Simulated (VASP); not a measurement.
# CaAlO4: single point with PBE

CaAlO4:

```
Ca Al O
1.0
     0.00000    3.25573    3.25573
     3.25573    0.00000    3.25573
     3.25573    3.25573    0.00000
Ca Al O
1 1 4
Direct
  0.75000 0.75000 0.75000
  0.00000 0.00000 0.00000
  0.37436 0.37436 0.87691
  0.87691 0.37436 0.37436
  0.37436 0.37436 0.37436
  0.37436 0.87691 0.37436
```

The cell was generated, and may not be a known phase.

```
Program             : VASP 6.6.1
Task                : single point
Functional          : PBE
Potentials or basis : VASP PAW PBE potentials, release 64 (Ca_sv, Al, O)
Cutoff              : 520 eV
k mesh              : 4 × 4 × 4
Occupations         : gaussian, width 0.1 eV
Spin                : collinear spin, ferromagnetic start
Starting moments    : [0.0, 0.0, 1.0, 1.0, 1.0, 1.0] μB
```

```json
{"Pressure": "-2.5 GPa", "Largest force": "0.172 eV/Å", "Net moment": "1.33 μB per cell", "Site moments": "Ca +0.01; Al +0.06; O +0.27 μB", "Valence electrons inside the program's atomic spheres": "Ca 8.15; Al 0.66; O 4.74"}
```

Forces on the atoms (eV/Å):
```
Ca   0.000  0.000  0.000
Al   0.000  0.000  0.000
O    0.099  0.099 -0.099
O   -0.099  0.099  0.099
O   -0.099 -0.099 -0.099
O    0.099 -0.099  0.099
```

Levels at points of the mesh, in eV from the Fermi level:
Spin up:
| k point | band 15 | band 16 | band 17 | band 18 | band 19 | band 20 | band 21 | band 22 | band 23 | band 24 |
| --- | --- | --- | --- | --- | --- | --- | --- | --- | --- | --- |
| (0.00, 0.00, 0.00) | -2.85 | -0.17 | -0.17 | -0.17 | 0.38 | 0.38 | 0.38 | 2.84 | 2.84 | 2.84 |
| (0.50, 0.00, 0.00) | -2.20 | -2.20 | -2.13 | -0.53 | -0.15 | 0.34 | 0.34 | 3.25 | 3.64 | 3.64 |
| (0.50, 0.50, 0.00) | -2.32 | -2.10 | -2.03 | -2.03 | 0.27 | 0.27 | 0.51 | 3.22 | 3.22 | 3.43 |
Spin down:
```tsv
k point	band 16	band 17	band 18	band 19	band 20	band 21
(0.00, 0.00, 0.00)	0.20	0.20	0.20	1.27	1.27	1.27
(0.50, 0.00, 0.00)	-1.84	-1.30	-0.25	0.23	1.19	1.19
(0.50, 0.50, 0.00)	-1.79	-1.56	-1.56	0.83	1.05	1.05
```

It took 58 s on 1 thread of Intel(R) Xeon(R) Platinum 8259CL CPU @ 2.50GHz (Skylake/Cascade Lake), on a shared host, peak memory 0.24 GiB.

Caveat: the k points lie up to 0.42 Å⁻¹ apart; a moment this small can come from the mesh or the smearing.
